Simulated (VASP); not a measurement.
# Ge4I (Im-3m) in VASP: a series of runs

The runs below take Ge4I through single point, relaxation of cell and atoms, with PBE.

Program: VASP 6.6.1. These are calculated values, not measurements. Logs are shortened: lines on timing, memory, paths and dates and some standing lists are left out, and cuts for length are marked.

## Step 1: The cell of the first run

It takes space group Im-3m (No. 229, cubic). Conventional cell: a = 6.629 Å, b = 6.629 Å, c = 6.629 Å, α = 90.00°, β = 90.00°, γ = 90.00°. Ge (site symmetry -3m) has 2 I at 2.87 Å and 6 Ge at 3.31 Å within 3.8 Å. I (site symmetry m-3m) has 8 Ge at 2.87 Å within 3.8 Å.

## Step 2: Single point, PBE

INCAR

```
SYSTEM = Ge4I
PREC = Accurate ; ENCUT = 520
EDIFF = 1E-6 ; ISMEAR = 0
SIGMA = 0.1 ; LREAL = .False.
LASPH = .True. ; NELM = 100
ALGO = Normal ; ISIF = 2
LWAVE = .False. ; LCHARG = .True.
GGA = PE ; LELF = .True.
LVHAR = .True. ; NBANDS = 40
```

KPOINTS

```
regular mesh
0
Gamma
  8 8 8
  0 0 0
```

POSCAR

```
Ge4I
1.0
   -3.3144874775      3.3144874775      3.3144874775
    3.3144874775     -3.3144874775      3.3144874775
    3.3144874775      3.3144874775     -3.3144874775
Ge I
4 1
Direct
    0.0000000000      0.0000000000      0.5000000000
    0.0000000000      0.5000000000      0.0000000000
    0.5000000000      0.0000000000      0.0000000000
    0.5000000000      0.5000000000      0.5000000000
    0.0000000000      0.0000000000      0.0000000000
```

Potentials or basis: VASP PAW PBE potentials, release 64 (Ge_d, I).

Command:

```sh
$ cat potpaw_PBE.64/Ge_d/POTCAR potpaw_PBE.64/I/POTCAR > POTCAR
$ mpirun -np 1 vasp_std > vasp.out
```

OUTCAR:

```text
SYSTEM = Ge4I
   PREC = Accurate
   ENCUT = 520
   EDIFF = 1E-6
   ISMEAR = 0
   LREAL = .False.
   LASPH = .True.
   NELM = 100
   ISIF = 2
   GGA = PE

 ion  position               nearest neighbor table
   1  0.000  0.000  0.500-   5 2.87   5 2.87
   2  0.000  0.500  0.000-   5 2.87   5 2.87
   3  0.500  0.000  0.000-   5 2.87   5 2.87
   4  0.500  0.500  0.500-   5 2.87   5 2.87
   5  0.000  0.000  0.000-   1 2.87   2 2.87   3 2.87   4 2.87   1 2.87   2 2.87   3 2.87   4 2.87

  LATTYP: Found a body centered cubic cell.
 ALAT       =     6.6289749550

  Lattice vectors:

 A1 = (  -3.3144874775,   3.3144874775,   3.3144874775)
 A2 = (   3.3144874775,  -3.3144874775,   3.3144874775)
 A3 = (   3.3144874775,   3.3144874775,  -3.3144874775)

Analysis of symmetry for initial positions (statically):
=====================================================================
 Subroutine PRICEL returns:
 Original cell was already a primitive cell.

 Routine SETGRP: Setting up the symmetry group for a
 body centered cubic supercell.

 Subroutine GETGRP returns: Found 48 space group operations
 (whereof 48 operations were pure point group operations)
 out of a pool of 48 trial point group operations.

The static configuration has the point symmetry O_h .

Analysis of symmetry for dynamics (positions and initial velocities):
=====================================================================
 Subroutine PRICEL returns:
 Original cell was already a primitive cell.

 Routine SETGRP: Setting up the symmetry group for a
 body centered cubic supercell.

 Subroutine GETGRP returns: Found 48 space group operations
 (whereof 48 operations were pure point group operations)
 out of a pool of 48 trial point group operations.

The dynamic configuration has the point symmetry O_h .

 Subroutine INISYM returns: Found 48 space group operations
 (whereof 48 operations are pure point group operations),
 and found     1 'primitive' translations

----------------------------------------------------------------------------------------

                                     Primitive cell

  volume of cell :     145.6495

  direct lattice vectors                    reciprocal lattice vectors
    -3.314487478  3.314487478  3.314487478     0.000000000  0.150852886  0.150852886
     3.314487478 -3.314487478  3.314487478     0.150852886  0.000000000  0.150852886
     3.314487478  3.314487478 -3.314487478     0.150852886  0.150852886  0.000000000

  length of vectors
     5.740860712  5.740860712  5.740860712     0.213338197  0.213338197  0.213338197

  position of ions in fractional coordinates (direct lattice)
     0.000000000  0.000000000  0.500000000
     0.000000000  0.500000000  0.000000000
     0.500000000  0.000000000  0.000000000
     0.500000000  0.500000000  0.500000000
     0.000000000  0.000000000  0.000000000

  ion indices of the primitive-cell ions
   primitive index   ion index
                 1           1
                 2           2
                 3           3
                 4           4
                 5           5

----------------------------------------------------------------------------------------

 KPOINTS: regular mesh

Automatic generation of k-mesh.
 Grid dimensions read from file:
 generate k-points for:    8    8    8

 Generating k-lattice:

  Cartesian coordinates                     Fractional coordinates (reciprocal lattice)
     0.000000000  0.018856611  0.018856611     0.125000000  0.000000000  0.000000000
     0.018856611  0.000000000  0.018856611     0.000000000  0.125000000  0.000000000
     0.018856611  0.018856611  0.000000000     0.000000000  0.000000000  0.125000000

  Length of vectors
     0.026667275  0.026667275  0.026667275

  Shift w.r.t. Gamma in fractional coordinates (k-lattice)
     0.000000000  0.000000000  0.000000000

 Subroutine IBZKPT returns following result:
 ===========================================

 Found     29 irreducible k-points:

 Following reciprocal coordinates:
            Coordinates               Weight
  0.000000  0.000000  0.000000      1.000000
  0.125000  0.000000  0.000000     12.000000
  0.250000  0.000000  0.000000     12.000000
  0.375000  0.000000  0.000000     12.000000
  0.500000  0.000000  0.000000      6.000000
  0.125000  0.125000  0.000000     24.000000
[... 16 lines left out ...]
 -0.250000  0.250000  0.250000      6.000000
 -0.375000  0.375000  0.250000     24.000000
 [... further k-points ...]
   k-points           NKPTS =     29   k-points in BZ     NKDIM =     29   number of bands    NBANDS=     40
   number of dos      NEDOS =    301   number of ions     NIONS =      5
   total plane-waves  NPLWV = 110592
   dimension x,y,z NGX =    48 NGY =   48 NGZ =   48
   dimension x,y,z NGXF=    96 NGYF=   96 NGZF=   96
   ions per type =               4   1
   NGX,Y,Z   is equivalent  to a cutoff of  13.90, 13.90, 13.90 a.u.
   NGXF,Y,Z  is equivalent  to a cutoff of  27.80, 27.80, 27.80 a.u.
 SYSTEM =  Ge4I
   PREC   = accura    normal or accurate (medium, high low for compatibility)
   ISTART =      0    job   : 0-new  1-cont  2-samecut
   ICHARG =      2    charge: 1-file 2-atom 10-const
   ISPIN  =      1    spin polarized calculation?
   LNONCOLLINEAR =      F non collinear calculations
   LSORBIT =      F    spin-orbit coupling
   LASPH  =      T    aspherical Exc in radial PAW
   ENCUT  =  520.0 eV  38.22 Ry    6.18 a.u.  10.67 10.67 10.67*2*pi/ulx,y,z
   NELM   =    100;   NELMIN=  2; NELMDL= -5     # of ELM steps
   EDIFF  = 0.1E-05   stopping-criterion for ELM
   LREAL  =      F    real-space projection
   EDIFFG = 0.1E-04   stopping-criterion for IOM
   NSW    =      0    number of steps for IOM
   IBRION =     -1    ionic relax: 0-MD 1-quasi-New 2-CG
   NFREE  =      0    steps in history (QN), initial steepest desc. (CG)
   ISIF   =      2    stress and relaxation
   ISYM   =      2    0-nonsym 1-usesym 2-fastsym
   POTIM  = 0.5000    time-step for ionic-motion
   TEBEG  =    0.0;   TEEND  =   0.0 temperature during run
   PSTRESS=    0.0 pullay stress
   NELECT =      63.0000    total number of electrons
   NUPDOWN=      -1.0000    fix difference up-down
   EMIN   =  10.00;   EMAX   =-10.00  energy-range for DOS
   EFERMI =   0.00;   METHOD = LEGACY
   ISMEAR =     0;   SIGMA  =   0.10  broadening in eV -4-tet -1-fermi 0-gaus
   EFERMI_NEDOS =   21; number of points for ismear=-14 and -15
   IALGO  =     38    algorithm
   IMIX   =      4    mixing-type and parameters
     AMIX     =   0.40;   BMIX     =  1.00
     AMIX_MAG =   1.60;   BMIX_MAG =  1.00
  volume/ion in A,a.u.               =      29.13       196.58
  Fermi-wavevector in a.u.,A,eV,Ry     =   1.238089  2.339650 20.855896  1.532865
  Thomas-Fermi vector in A             =   2.372629
   LORBIT       =      0    0 simple, 1 ext, 2 COOP (PROOUT), +10 PAW based schemes
   GGA     = PE    functional components
   LHFCALC =     F    Hartree Fock is set to
   AEXX    =    0.0000 exact exchange contribution
   IVDW    =     0    specifies the selected vdW correction
   LEPSILON=     F    determine dielectric tensor
   LRPA    =     F    only Hartree local field effects (RPA)
 non-spin polarized calculation
 Gauss-broadening in eV      SIGMA  =   0.10
  energy-cutoff  :      520.00
  volume of cell :      145.65
 maximum number of plane-waves:      3953
 NGX is ok and might be reduce to    48
   NGX = 21   NGY = 21   NGZ = 21

 number of electron      63.0000045 magnetization

 Free energy of the ion-electron system (eV)
  ---------------------------------------------------
  ext. energy  EPLUGINS =         0.00000000
  ---------------------------------------------------
  free energy    TOTEN  =       -14.78505002 eV

  energy without entropy =      -14.75672271  energy(sigma->0) =      -14.77088637

 E-fermi :   3.9955     XC(G=0):  -9.1880

 val. band max:        3.9891028661   @ k =   0.2500   0.2500   0.0000
 cond. band min:       4.0186440807   @ k =   0.3750   0.1250   0.0000
 fundamental gap:      0.0295412146
 Fermi energy:         3.9955358319

 k-point     1 :       0.0000    0.0000    0.0000
  band No.  band energies     occupation
      1     -20.8570      2.00000
      2     -20.8277      2.00000
      3     -20.8277      2.00000
      4     -20.8277      2.00000
      5     -20.8197      2.00000
      6     -20.8197      2.00000
[... 32 lines left out ...]
     39       9.2613      0.00000
     40       9.2615      0.00000

 k-point     2 :       0.1250    0.0000    0.0000
  band No.  band energies     occupation
      1     -20.8556      2.00000
      2     -20.8285      2.00000
      3     -20.8279      2.00000
      4     -20.8276      2.00000
      5     -20.8190      2.00000
      6     -20.8182      2.00000
[... 32 lines left out ...]
     39       8.9748      0.00000
     40       9.1649      0.00000

 k-point     3 :       0.2500    0.0000    0.0000
  band No.  band energies     occupation
      1     -20.8517      2.00000
      2     -20.8309      2.00000
      3     -20.8284      2.00000
      4     -20.8275      2.00000
      5     -20.8169      2.00000
      6     -20.8137      2.00000
[... 32 lines left out ...]
     39       8.1718      0.00000
     40       8.7965      0.00000

 k-point     4 :       0.3750    0.0000    0.0000
  band No.  band energies     occupation
      1     -20.8464      2.00000
      2     -20.8348      2.00000
      3     -20.8289      2.00000
      4     -20.8274      2.00000
      5     -20.8138      2.00000
      6     -20.8072      2.00000
[... 32 lines left out ...]
     39       8.7756      0.00000
     40       8.8003      0.00000
[... 772 lines left out ...]
     39       6.5119      0.00000
     40       6.5119      0.00000

 k-point    23 :      -0.2500    0.2500    0.2500
  band No.  band energies     occupation
      1     -20.8478      2.00000
      2     -20.8332      2.00000
      3     -20.8332      2.00000
      4     -20.8236      2.00000
      5     -20.8177      2.00000
      6     -20.8070      2.00000
[... 32 lines left out ...]
     39       8.1457      0.00000
     40       8.3144      0.00000

 k-point    24 :      -0.3750    0.3750    0.2500
  band No.  band energies     occupation
      1     -20.8439      2.00000
      2     -20.8359      2.00000
      3     -20.8350      2.00000
      4     -20.8225      2.00000
      5     -20.8161      2.00000
      6     -20.8099      2.00000
[... 32 lines left out ...]
     39       7.7974      0.00000
     40       8.6147      0.00000

 [... further k-points ...]
[... 5 lines left out ...]
  --------------------------------------------------------------------------------------
  -------------------------------------------------------------------------------------
  Total       -0.0874880     -0.0874880     -0.0874880     -0.0000000     -0.0000000      0.0000000
  in kB       -0.9623878     -0.9623878     -0.9623878     -0.0000000     -0.0000000      0.0000000
  external PRESSURE =      -0.9623878 kB  Pullay stress =       0.0000000 kB

 VOLUME and BASIS-vectors are now :
 -----------------------------------------------------------------------------
  energy-cutoff  :      520.00
  volume of cell :      145.65
      direct lattice vectors                 reciprocal lattice vectors
    -3.314487478  3.314487478  3.314487478     0.000000000  0.150852886  0.150852886
     3.314487478 -3.314487478  3.314487478     0.150852886  0.000000000  0.150852886
     3.314487478  3.314487478 -3.314487478     0.150852886  0.150852886  0.000000000

 POSITION                                       TOTAL-FORCE (eV/Angst)
 -----------------------------------------------------------------------------------
      1.65724      1.65724     -1.65724        -0.000000     -0.000000     -0.000000
      1.65724     -1.65724      1.65724         0.000000     -0.000000      0.000000
     -1.65724      1.65724      1.65724        -0.000000      0.000000      0.000000
      1.65724      1.65724      1.65724         0.000000      0.000000     -0.000000
      0.00000      0.00000      0.00000        -0.000000     -0.000000     -0.000000
 -----------------------------------------------------------------------------------
    total drift:                                0.000000      0.000000     -0.000000

  FREE ENERGIE OF THE ION-ELECTRON SYSTEM (eV)
  ---------------------------------------------------
  free  energy   TOTEN  =       -14.7850500197 eV

  energy  without entropy=      -14.7567227113  energy(sigma->0) =      -14.77088637
```

It took 2.3 min on 1 thread of AMD EPYC 9R45 (Zen 5), shared host; peak memory 0.35 GiB.

What came out:

```yaml
Free_energy: -14.7851 eV
Pressure: -0.1 GPa
```

Caveat: spin-orbit coupling is left out, which moves the levels of the heavy elements; an odd number of electrons without spin polarisation forces a metal; a magnetic or distorted state may lie lower.

## Step 3: Relaxation of cell and atoms, PBE

This run uses another cell than the first one, of 28.90 Å³/atom, 0.992 times its volume.

INCAR

```
SYSTEM = Ge4I
ALGO = Normal
EDIFF = 1E-7
EDIFFG = -0.01
ENCUT = 600
GGA = PE
IBRION = 2
ISIF = 3
ISMEAR = 0
LASPH = .TRUE.
LCHARG = .FALSE.
LREAL = .FALSE.
LWAVE = .FALSE.
NELM = 100
NSW = 100
PREC = Accurate
SIGMA = 0.1
```

KPOINTS

```
k-points
0
G
  8 8 8
  0 0 0
```

POSCAR, as its differences from that of step 2:

```diff
@@ -2,5 +2,5 @@
 1.0
-   -3.3144874775      3.3144874775      3.3144874775
-    3.3144874775     -3.3144874775      3.3144874775
-    3.3144874775      3.3144874775     -3.3144874775
+   -3.3055934254      3.3055934254      3.3055934254
+    3.3055934254     -3.3055934254      3.3055934254
+    3.3055934254      3.3055934254     -3.3055934254
 Ge I
```

Potentials or basis: VASP PAW PBE potentials, release 64 (Ge_d, I).

Command:

```sh
$ cat potpaw_PBE.64/Ge_d/POTCAR potpaw_PBE.64/I/POTCAR > POTCAR
$ mpirun -np 1 vasp_std > vasp.out
```

Run time: 4.5 min. Hardware: 1 thread of AMD EPYC 9R45 (Zen 5), shared host; peak memory 0.4 GiB.

It converged, with:

| Item | Value |
| --- | --- |
| Free energy | -14.7852 eV |
| Relaxed volume | 29.11 Å³/atom |
| Relaxed cell | a = 5.740 Å, b = 5.740 Å, c = 5.740 Å, α = 109.47°, β = 109.47°, γ = 109.47° |
| Space group after relaxing (to 0.05 Å) | Im-3m (No. 229) |
| Energy gained by relaxing | 0.2 meV/atom |
| Ionic steps | 2 |
| Pressure after relaxing | 0.0 GPa |

The path:
```csv
step,energy change (eV),largest force (eV/Å),pressure (GPa),volume (Å³)
1,0.0000,0.0000,0.29,144.48
2,-0.0011,0.0000,0.02,145.57
```

Final structure:
```yaml
crystal:
  lattice:
    - [-3.31389, 3.31389, 3.31389]
    - [3.31389, -3.31389, 3.31389]
    - [3.31389, 3.31389, -3.31389]
  atoms:
    - { symbol: Ge, position: [0.00000, 0.00000, 0.50000] }
    - { symbol: Ge, position: [0.00000, 0.50000, 0.00000] }
    - { symbol: Ge, position: [0.50000, 0.00000, 0.00000] }
    - { symbol: Ge, position: [0.50000, 0.50000, 0.50000] }
    - { symbol: I, position: [0.00000, 0.00000, 0.00000] }
```

Levels at points of the mesh, in eV from the Fermi level:
| k point | band 30 | band 31 | band 32 | band 33 | band 34 | band 35 |
| --- | --- | --- | --- | --- | --- | --- |
| (0.00, 0.00, 0.00) | -1.58 | -1.58 | 2.00 | 2.00 | 2.00 | 2.80 |
| (0.50, 0.00, 0.00) | -1.11 | -0.27 | -0.10 | -0.06 | 0.37 | 1.33 |
| (0.50, 0.50, 0.50) | -2.27 | -1.10 | -1.10 | -1.10 | -0.05 | 3.49 |

Caveat: spin-orbit coupling is left out, which moves the levels of the heavy elements; an odd number of electrons without spin polarisation forces a metal; a magnetic or distorted state may lie lower.

## Step 4: Single point, PBE

This run uses another cell than the first one, of 28.90 Å³/atom, 0.992 times its volume.

INCAR

```
SYSTEM = Ge4I
ALGO     = Normal         ! electronic algorithm
EDIFF    = 1E-6           ! SCF threshold, eV
ENCUT    = 520            ! plane-wave cutoff, eV
GGA      = PE             ! functional
ISIF     = 2              ! what is computed and relaxed
ISMEAR   = 0              ! smearing method
LASPH    = .TRUE.         ! aspherical terms in the spheres
LCHARG   = .FALSE.        ! write CHGCAR
LREAL    = .FALSE.        ! projectors in reciprocal space
LWAVE    = .FALSE.        ! write WAVECAR
NBANDS   = 40             ! bands
NELM     = 100            ! most SCF steps
PREC     = Accurate       ! precision mode
SIGMA    = 0.1            ! smearing width, eV
```

KPOINTS

```
k-points
0
G
  4 4 4
  0 0 0
```

POSCAR is that of step 3.

Command:

```sh
$ cat potpaw_PBE.64/Ge_d/POTCAR potpaw_PBE.64/I/POTCAR > POTCAR
$ mpirun -np 1 vasp_std > vasp.out
```

It took 57 s on 1 thread of AMD EPYC 9R45 (Zen 5), shared host; peak memory 0.29 GiB.

The run converged. Its results:

```
Free energy : -14.9090 eV
Pressure    : 0.2 GPa
```

Levels at points of the mesh, in eV from the Fermi level:
| k point | band 29 | band 30 | band 31 | band 32 | band 33 | band 34 |
| --- | --- | --- | --- | --- | --- | --- |
| (0.00, 0.00, 0.00) | -1.59 | -1.59 | -1.59 | 2.04 | 2.04 | 2.04 |
| (0.50, 0.00, 0.00) | -1.63 | -1.12 | -0.26 | -0.06 | -0.05 | 0.42 |
| (0.50, 0.50, 0.50) | -2.19 | -2.19 | -1.07 | -1.07 | -1.07 | 0.01 |

Caveat: spin-orbit coupling is left out, which moves the levels of the heavy elements; an odd number of electrons without spin polarisation forces a metal; a magnetic or distorted state may lie lower.

(Part 1 of 2 ends here.)
